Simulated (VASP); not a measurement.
Crystal: CdHg2Te3.

```xyz
6
Lattice="3.9382 -2.2737 0.0000 3.9382 2.2737 0.0000 0.0000 0.0000 10.1501" Properties=species:S:1:pos:R:3 pbc="T T T"
Cd    3.9382    0.8564    5.0751
Hg    2.7107   -1.5650    8.4584
Hg    1.2274    0.7087    1.6917
Te    2.0231   -1.1680    3.3834
Te    3.9382    0.0624    0.0000
Te    1.9151    1.1057    6.7668
```

- Program: VASP 6.6.1
- Task: relaxation of cell and atoms
- Functional: PBE
- Potentials or basis: VASP PAW PBE potentials, release 64 (Cd, Hg, Te)
- Cutoff: 600 eV
- k mesh: 6 × 6 × 2
- Occupations: gaussian, width 0.1 eV
- Spin: no spin polarisation

At the start: pressure 5.1 GPa; volume 30.30 Å³/atom.

Question: How do energy, volume and symmetry change on relaxing?

Answer: Over 18 steps the energy falls by 73.7 meV/atom and the volume is 34.01 Å³/atom (+12.3 %); space group C2 (No. 5, to 0.1 Å) before and after.

The path:
```csv
step,energy change (eV),largest force (eV/Å),pressure (GPa),volume (Å³)
1,0.0000,0.8244,5.05,181.77
2,-0.2567,0.3578,-1.60,208.05
3,-0.3016,0.2817,-0.09,199.87
4,-0.3015,0.2811,-0.16,200.24
5,-0.3160,0.2825,-0.13,200.11
6,-0.3409,0.3192,0.10,199.66
7,-0.3527,0.2946,0.05,199.81
8,-0.3839,0.2499,-0.06,200.27
9,-0.4211,0.1432,-0.17,201.11
10,-0.4231,0.1782,-0.17,201.42
11,-0.4234,0.1599,-0.17,201.33
12,-0.4278,0.0891,0.14,200.22
13,-0.4282,0.0795,0.25,199.78
14,-0.4329,0.1072,0.13,200.80
15,-0.4368,0.1516,-0.04,202.53
16,-0.4411,0.0476,0.04,202.99
17,-0.4414,0.0510,0.07,203.15
18,-0.4422,0.0366,-0.04,204.09
```

Final structure:
```xyz
6
Lattice="3.9673 -2.4402 -0.1587 3.9673 2.4402 -0.1587 -0.4019 0.0000 10.5564" Properties=species:S:1:pos:R:3 pbc="T T T"
Cd    3.7664    0.6190    5.1195
Hg    6.3133    0.7605    8.5415
Hg    1.2194    0.7605    1.6974
Te    1.9502   -1.1103    3.5420
Te    3.9673    0.0807   -0.1587
Te    5.5825   -1.1103    6.6970
```
